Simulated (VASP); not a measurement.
# MgO (Cm) in VASP: single point with PBE

Aim: the single point of MgO with PBE.

Program: VASP 6.6.1. These are calculated values, not measurements. Logs are shortened: lines on timing, memory, paths and dates and some standing lists are left out, and cuts for length are marked.

## (1) The cell of the first run

The structure is monoclinic, space group Cm (No. 8). The conventional cell has a = 5.727 Å, b = 3.240 Å, c = 4.859 Å, α = 90.00°, β = 92.32°, γ = 90.00°. Within 2.6 Å of Mg (site symmetry m) lie 4 O at 1.93 to 2.10 Å. Mg (site symmetry m) has 4 O at 1.73 to 1.96 Å within 2.3 Å. Within 2.6 Å of O (site symmetry m) lie 4 Mg at 1.95 to 2.03 Å. Within 2.3 Å of O (site symmetry m) lie 4 Mg at 1.73 to 2.10 Å.

## (2) Single point, PBE (strained and its atoms moved)

The input, INCAR:

```
SYSTEM = MgO
ALGO     = Normal         ! electronic algorithm
EDIFF    = 1E-6           ! SCF threshold, eV
ENCUT    = 520            ! plane-wave cutoff, eV
GGA      = PE             ! functional
ISIF     = 2              ! what is computed and relaxed
ISMEAR   = 0              ! smearing method
LASPH    = .TRUE.         ! aspherical terms in the spheres
LCHARG   = .TRUE.         ! write CHGCAR
LELF     = .TRUE.         ! ELF
LREAL    = .FALSE.        ! projectors in reciprocal space
LVHAR    = .TRUE.       
LWAVE    = .FALSE.        ! write WAVECAR
NBANDS   = 16             ! bands
NELM     = 60             ! most SCF steps
PREC     = Accurate       ! precision mode
SIGMA    = 0.02           ! smearing width, eV
```

The input, KPOINTS:

```
k-points
0
G
  9 9 6
  0 0 0
```

The input, POSCAR:

```
MgO
1.0
    3.2404404435      0.0000000000      0.0000000000
   -1.6202202218      2.8629947229     -0.0572925512
    0.0000000000     -0.0996576334      4.8575123672
Mg O
2 2
Direct
    0.3336864598      0.6673729295     -0.0013698135
    0.6593043199      0.3186086297      0.5185146700
    0.3265988400      0.6531976899      0.4168522014
    0.6804103804      0.3608207508      0.8752029421
```

Potentials or basis: VASP PAW PBE potentials, release 64 (Mg, O).

Command:

```bash
$ cat potpaw_PBE.64/Mg/POTCAR potpaw_PBE.64/O/POTCAR > POTCAR
$ mpirun -np 1 vasp_std > vasp.out
```

OUTCAR:

```text
SYSTEM = MgO
   EDIFF = 1E-6
   ENCUT = 520
   GGA = PE
   ISIF = 2
   ISMEAR = 0
   LASPH = .TRUE.
   LREAL = .FALSE.
   NELM = 60
   PREC = Accurate

 ion  position               nearest neighbor table
   1  0.334  0.667  0.999-   4 1.93   4 1.93   3 2.03   4 2.10   2 2.98   2 2.98   2 3.04   2 3.08
                             2 3.19   2 3.19
   2  0.659  0.319  0.519-   4 1.73   3 1.95   3 1.96   3 1.96   1 2.98   1 2.98   1 3.04   1 3.08
                             1 3.19   1 3.19
   3  0.327  0.653  0.417-   2 1.95   2 1.96   2 1.96   1 2.03
   4  0.680  0.361  0.875-   2 1.73   1 1.93   1 1.93   1 2.10

  LATTYP: Found a base centered monoclinic cell.
 ALAT       =     5.7271358356
 B/A-ratio  =     0.5658047123
 C/A-ratio  =     0.8483358343
 COS(beta)  =    -0.0405109565

  Lattice vectors:

 A1 = (   1.6202202217,   2.8629947229,  -0.0572925512)
 A2 = (  -1.6202202218,   2.8629947229,  -0.0572925512)
 A3 = (   0.0000000000,  -0.0996576334,   4.8575123672)

Analysis of symmetry for initial positions (statically):
=====================================================================
 Subroutine PRICEL returns:
 Original cell was already a primitive cell.

 Routine SETGRP: Setting up the symmetry group for a
 base centered monoclinic supercell.

 Subroutine GETGRP returns: Found  2 space group operations
 (whereof  2 operations were pure point group operations)
 out of a pool of  4 trial point group operations.

The static configuration has the point symmetry C_1h.

Analysis of symmetry for dynamics (positions and initial velocities):
=====================================================================
 Subroutine PRICEL returns:
 Original cell was already a primitive cell.

 Routine SETGRP: Setting up the symmetry group for a
 base centered monoclinic supercell.

 Subroutine GETGRP returns: Found  2 space group operations
 (whereof  2 operations were pure point group operations)
 out of a pool of  4 trial point group operations.

The dynamic configuration has the point symmetry C_1h.

 Subroutine INISYM returns: Found  2 space group operations
 (whereof  2 operations are pure point group operations),
 and found     1 'primitive' translations

----------------------------------------------------------------------------------------

                                     Primitive cell

  volume of cell :      45.0464

  direct lattice vectors                    reciprocal lattice vectors
     3.240440443  0.000000000  0.000000000     0.308600024  0.174714036  0.003584466
    -1.620220222  2.862994723 -0.057292551     0.000000000  0.349428072  0.007168932
     0.000000000 -0.099657633  4.857512367     0.000000000  0.004121374  0.205951246

  length of vectors
     3.240440443  3.290157259  4.858534557     0.354643226  0.349501604  0.205992480

  position of ions in fractional coordinates (direct lattice)
     0.333686460  0.667372929  0.998630187
     0.659304320  0.318608630  0.518514670
     0.326598840  0.653197690  0.416852201
     0.680410380  0.360820751  0.875202942

  ion indices of the primitive-cell ions
   primitive index   ion index
                 1           1
                 2           2
                 3           3
                 4           4

----------------------------------------------------------------------------------------

 KPOINTS: k-points

Automatic generation of k-mesh.
 Grid dimensions read from file:
 generate k-points for:    9    9    6

 Generating k-lattice:

  Cartesian coordinates                     Fractional coordinates (reciprocal lattice)
     0.034288892  0.019412671  0.000398274     0.111111111 -0.000000000  0.000000000
     0.000000000  0.038825341  0.000796548     0.000000000  0.111111111  0.000000000
     0.000000000  0.000686896  0.034325208     0.000000000  0.000000000  0.166666667

  Length of vectors
     0.039404803  0.038833512  0.034332080

  Shift w.r.t. Gamma in fractional coordinates (k-lattice)
     0.000000000  0.000000000  0.000000000

 Subroutine IBZKPT returns following result:
 ===========================================

 Found    140 irreducible k-points:

 Following reciprocal coordinates:
            Coordinates               Weight
  0.000000  0.000000  0.000000      1.000000
  0.111111 -0.000000 -0.000000      4.000000
  0.222222 -0.000000 -0.000000      4.000000
  0.333333 -0.000000 -0.000000      4.000000
  0.444444 -0.000000 -0.000000      4.000000
  0.000000  0.111111  0.000000      2.000000
[... 16 lines left out ...]
  0.333333  0.333333  0.000000      2.000000
  0.000000  0.444444  0.000000      2.000000
 [... further k-points ...]
   k-points           NKPTS =    140   k-points in BZ     NKDIM =    140   number of bands    NBANDS=     16
   number of dos      NEDOS =    301   number of ions     NIONS =      4
   total plane-waves  NPLWV =  20736
   dimension x,y,z NGX =    24 NGY =   24 NGZ =   36
   dimension x,y,z NGXF=    48 NGYF=   48 NGZF=   72
   ions per type =               2   2
   NGX,Y,Z   is equivalent  to a cutoff of  12.31, 12.13, 12.32 a.u.
   NGXF,Y,Z  is equivalent  to a cutoff of  24.63, 24.25, 24.64 a.u.
 SYSTEM =  MgO
   PREC   = accura    normal or accurate (medium, high low for compatibility)
   ISTART =      0    job   : 0-new  1-cont  2-samecut
   ICHARG =      2    charge: 1-file 2-atom 10-const
   ISPIN  =      1    spin polarized calculation?
   LNONCOLLINEAR =      F non collinear calculations
   LSORBIT =      F    spin-orbit coupling
   LASPH  =      T    aspherical Exc in radial PAW
   ENCUT  =  520.0 eV  38.22 Ry    6.18 a.u.   6.03  6.12  9.03*2*pi/ulx,y,z
   NELM   =     60;   NELMIN=  2; NELMDL= -5     # of ELM steps
   EDIFF  = 0.1E-05   stopping-criterion for ELM
   LREAL  =      F    real-space projection
   EDIFFG = 0.1E-04   stopping-criterion for IOM
   NSW    =      0    number of steps for IOM
   IBRION =     -1    ionic relax: 0-MD 1-quasi-New 2-CG
   NFREE  =      0    steps in history (QN), initial steepest desc. (CG)
   ISIF   =      2    stress and relaxation
   ISYM   =      2    0-nonsym 1-usesym 2-fastsym
   POTIM  = 0.5000    time-step for ionic-motion
   TEBEG  =    0.0;   TEEND  =   0.0 temperature during run
   PSTRESS=    0.0 pullay stress
   NELECT =      16.0000    total number of electrons
   NUPDOWN=      -1.0000    fix difference up-down
   EMIN   =  10.00;   EMAX   =-10.00  energy-range for DOS
   EFERMI =   0.00;   METHOD = LEGACY
   ISMEAR =     0;   SIGMA  =   0.02  broadening in eV -4-tet -1-fermi 0-gaus
   EFERMI_NEDOS =   21; number of points for ismear=-14 and -15
   IALGO  =     38    algorithm
   IMIX   =      4    mixing-type and parameters
     AMIX     =   0.40;   BMIX     =  1.00
     AMIX_MAG =   1.60;   BMIX_MAG =  1.00
  volume/ion in A,a.u.               =      11.26        76.00
  Fermi-wavevector in a.u.,A,eV,Ry     =   1.159386  2.190922 18.288628  1.344176
  Thomas-Fermi vector in A             =   2.295979
   LORBIT       =      0    0 simple, 1 ext, 2 COOP (PROOUT), +10 PAW based schemes
   GGA     = PE    functional components
   LHFCALC =     F    Hartree Fock is set to
   AEXX    =    0.0000 exact exchange contribution
   IVDW    =     0    specifies the selected vdW correction
   LEPSILON=     F    determine dielectric tensor
   LRPA    =     F    only Hartree local field effects (RPA)
 non-spin polarized calculation
 Gauss-broadening in eV      SIGMA  =   0.02
  energy-cutoff  :      520.00
  volume of cell :       45.05
 maximum number of plane-waves:      1232
   NGX = 13   NGY = 13   NGZ = 19

 number of electron      15.9999988 magnetization

 Free energy of the ion-electron system (eV)
  ---------------------------------------------------
  ext. energy  EPLUGINS =         0.00000000
  ---------------------------------------------------
  free energy    TOTEN  =       -22.93141563 eV

  energy without entropy =      -22.93141563  energy(sigma->0) =      -22.93141563

 E-fermi :   1.5298     XC(G=0):  -9.9365

 val. band max:        1.3611983335   @ k =   0.0000   0.0000   0.0000
 cond. band min:       5.0669550464   @ k =   0.0000   0.0000   0.0000
 fundamental gap:      3.7057567129
 Fermi energy:         1.5298023479

 k-point     1 :       0.0000    0.0000    0.0000
  band No.  band energies     occupation
      1     -15.0783      2.00000
      2     -14.0255      2.00000
      3      -1.9436      2.00000
      4       0.4644      2.00000
      5       0.5812      2.00000
      6       0.9738      2.00000
[... 8 lines left out ...]
     15      18.1100      0.00000
     16      18.8701      0.00000

 k-point     2 :       0.1111   -0.0000   -0.0000
  band No.  band energies     occupation
      1     -15.0126      2.00000
      2     -14.0051      2.00000
      3      -1.8208      2.00000
      4       0.1650      2.00000
      5       0.4749      2.00000
      6       0.7078      2.00000
[... 8 lines left out ...]
     15      17.9973      0.00000
     16      18.2950      0.00000

 k-point     3 :       0.2222   -0.0000   -0.0000
  band No.  band energies     occupation
      1     -14.8362      2.00000
      2     -13.9585      2.00000
      3      -1.4778      2.00000
      4      -0.5794      2.00000
      5       0.0754      2.00000
      6       0.2858      2.00000
[... 8 lines left out ...]
     15      17.1390      0.00000
     16      17.3942      0.00000

 k-point     4 :       0.3333   -0.0000   -0.0000
  band No.  band energies     occupation
      1     -14.6115      2.00000
      2     -13.9212      2.00000
      3      -1.3627      2.00000
      4      -0.9357      2.00000
      5      -0.4511      2.00000
      6       0.1019      2.00000
[... 8 lines left out ...]
     15      16.6519      0.00000
     16      17.6522      0.00000

 k-point     5 :       0.4444   -0.0000   -0.0000
  band No.  band energies     occupation
      1     -14.4403      2.00000
      2     -13.9162      2.00000
      3      -1.7755      2.00000
      4      -0.7859      2.00000
      5      -0.4211      2.00000
      6      -0.0052      2.00000
[... 8 lines left out ...]
     15      16.5177      0.00000
     16      18.0153      0.00000

 k-point     6 :       0.0000    0.1111    0.0000
  band No.  band energies     occupation
      1     -15.0170      2.00000
      2     -14.0051      2.00000
      3      -1.8288      2.00000
      4       0.2009      2.00000
      5       0.3997      2.00000
      6       0.6487      2.00000
[... 8 lines left out ...]
     15      18.2917      0.00000
     16      18.3813      0.00000
[... 267 lines left out ...]
 k-point    21 :       0.1111    0.3333    0.0000
  band No.  band energies     occupation
      1     -14.5310      2.00000
      2     -13.8989      2.00000
      3      -1.6790      2.00000
      4      -0.8683      2.00000
      5      -0.4732      2.00000
      6      -0.0515      2.00000
[... 8 lines left out ...]
     15      16.8173      0.00000
     16      17.8957      0.00000

 k-point    22 :       0.2222    0.3333    0.0000
  band No.  band energies     occupation
      1     -14.4096      2.00000
      2     -13.8967      2.00000
      3      -1.6577      2.00000
      4      -0.8044      2.00000
      5      -0.3893      2.00000
      6      -0.2158      2.00000
[... 8 lines left out ...]
     15      16.5268      0.00000
     16      18.0936      0.00000

 k-point    23 :       0.3333    0.3333    0.0000
  band No.  band energies     occupation
      1     -14.3421      2.00000
      2     -13.9064      2.00000
      3      -1.5361      2.00000
      4      -0.8894      2.00000
      5      -0.3644      2.00000
      6      -0.0687      2.00000
[... 8 lines left out ...]
     15      16.1152      0.00000
     16      18.6080      0.00000

 k-point    24 :       0.0000    0.4444    0.0000
  band No.  band energies     occupation
      1     -14.4978      2.00000
      2     -13.8960      2.00000
      3      -1.9131      2.00000
      4      -0.8696      2.00000
      5      -0.4502      2.00000
      6       0.0039      2.00000
[... 8 lines left out ...]
     15      16.5769      0.00000
     16      18.1309      0.00000

 [... further k-points ...]

------------------------ aborting loop because EDIFF is reached ----------------------------------------

  FORCE on cell =-STRESS in cart. coord.  units (eV):
  Direction    XX          YY          ZZ          XY          YZ          ZX
  --------------------------------------------------------------------------------------
  -------------------------------------------------------------------------------------
  Total        3.1612424      1.0229589      7.7447554     -0.0000000      1.3431985     -0.0000000
  in kB      112.4367310     36.3838458    275.4597325     -0.0000000     47.7738911     -0.0000000
  external PRESSURE =     141.4267698 kB  Pullay stress =       0.0000000 kB

 VOLUME and BASIS-vectors are now :
 -----------------------------------------------------------------------------
  energy-cutoff  :      520.00
  volume of cell :       45.05
      direct lattice vectors                 reciprocal lattice vectors
     3.240440443  0.000000000  0.000000000     0.308600024  0.174714036  0.003584466
    -1.620220222  2.862994723 -0.057292551     0.000000000  0.349428072  0.007168932
     0.000000000 -0.099657633  4.857512367     0.000000000  0.004121374  0.205951246

 POSITION                                       TOTAL-FORCE (eV/Angst)
 -----------------------------------------------------------------------------------
     -0.00000      1.81116      4.81262        -0.000000      0.727738      0.282496
      1.62022      0.86050      2.50044         0.000000     -0.024182     -3.548663
     -0.00000      1.82856      1.98744        -0.000000      0.073571     -1.054845
      1.62022      0.94581      4.23064         0.000000     -0.777126      4.321012
 -----------------------------------------------------------------------------------
    total drift:                               -0.000001      0.000581      0.000633

  FREE ENERGIE OF THE ION-ELECTRON SYSTEM (eV)
  ---------------------------------------------------
  free  energy   TOTEN  =       -22.9314156343 eV

  energy  without entropy=      -22.9314156343  energy(sigma->0) =      -22.93141563
```

Run time: 28 s. Hardware: 1 thread of Intel Xeon 6975P-C (Granite Rapids), shared host; peak memory 0.22 GiB.

What came out:

* Free energy: -22.9314 eV
* Pressure: 14.1 GPa
* Largest force: 4.390 eV/Å
* Band gap on the k mesh: 3.71 eV

Forces on the atoms (eV/Å):
```
Mg   0.000  0.728  0.282
Mg   0.000 -0.024 -3.549
O    0.000  0.074 -1.055
O    0.000 -0.777  4.321
```

Levels at points of the mesh, in eV from the valence-band top:
```
           k point  band 5  band 6  band 7  band 8  band 9  band 10  band 11  band 12
(0.00, 0.00, 0.00)   -0.78   -0.39   -0.23    0.00    3.71     8.83    10.71    14.28
(0.00, 0.00, 0.50)   -0.82   -0.74   -0.42   -0.32    6.02     6.43    13.19    14.27
```

Caveat: the cell differs from its parent crystal (strained and its atoms moved); the cell stands under pressure; an odd mesh through Γ misses points on the zone boundary, where band edges can lie; forces of over 1 eV/Å act on the atoms, so gaps and moduli don't describe the material at rest.
